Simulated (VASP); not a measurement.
Set up this calculation in VASP 6.6.1, as the native input.

```yaml
Task: single point
Functional: PBE
Potentials_or_basis: VASP PAW PBE potentials, release 64 (Sn_d, Se)
Cutoff: 520 eV
k_mesh: 12 × 12 × 4
Occupations: gaussian, width 0.02 eV
Spin: no spin polarisation
Dipole_correction: no
Further_INCAR_settings: ALGO = Normal; EDIFF = 1e-06; NBANDS = 20
```

The structure of SnSe2 lies in POSCAR:

```
SnSe2
1.0
    3.8716723131      0.0000000000      0.0000000000
   -1.9358361566      3.3529665783      0.0000000000
    0.0000000000      0.0000000000      6.5528349644
Sn Se
1 2
Direct
    0.0000000000      0.0000000000      0.0000000000
    0.6666666667      0.3333333333      0.7569233565
    0.3333333333      0.6666666667      0.2430766435
```

This cell differs from its parent crystal: strain along c alone, the other axes held: -6.0 %, then relaxed in part.

The input as run:

INCAR

```
PREC     = Accurate       # precision mode
ENCUT    = 520            # plane-wave cutoff, eV
EDIFF    = 1E-6           # SCF threshold, eV
ISMEAR   = 0              # smearing method
SIGMA    = 0.02           # smearing width, eV
LREAL    = F              # projectors in reciprocal space
LASPH    = T              # aspherical terms in the spheres
NELM     = 60             # most SCF steps
ALGO     = Normal         # electronic algorithm
ISIF     = 2              # what is computed and relaxed
LWAVE    = F              # write WAVECAR
LCHARG   = F              # write CHGCAR
GGA      = PE             # functional
NBANDS   = 20             # bands
```

KPOINTS

```
Automatic mesh
0
Gamma
  12 12 4
```

Potentials or basis: VASP PAW PBE potentials, release 64 (Sn_d, Se).

Run with:

```console
$ cat potpaw_PBE.64/Sn_d/POTCAR potpaw_PBE.64/Se/POTCAR > POTCAR
$ mpirun -np 1 vasp_std > vasp.out
```

It gave:

```json
{
  "Pressure": "0.3 GPa",
  "Largest force": "0.014 eV/Å",
  "Band gap on the k mesh": "0.70 eV (least direct gap 1.12 eV)"
}
```

Caveat: the cell differs from its parent crystal (strain along c alone, the other axes held: -6.0 %, then relaxed in part); semilocal functionals underestimate gaps, and a narrow one can read as zero; spin-orbit coupling is left out, which moves the levels of the heavy elements; this functional lacks dispersion, which binds layers or chains, so the pressure and a relaxed spacing across them are unreliable.

Run time: 3 min on 1 thread of Intel Xeon 8259CL, on a shared host, peak memory 0.24 GiB.
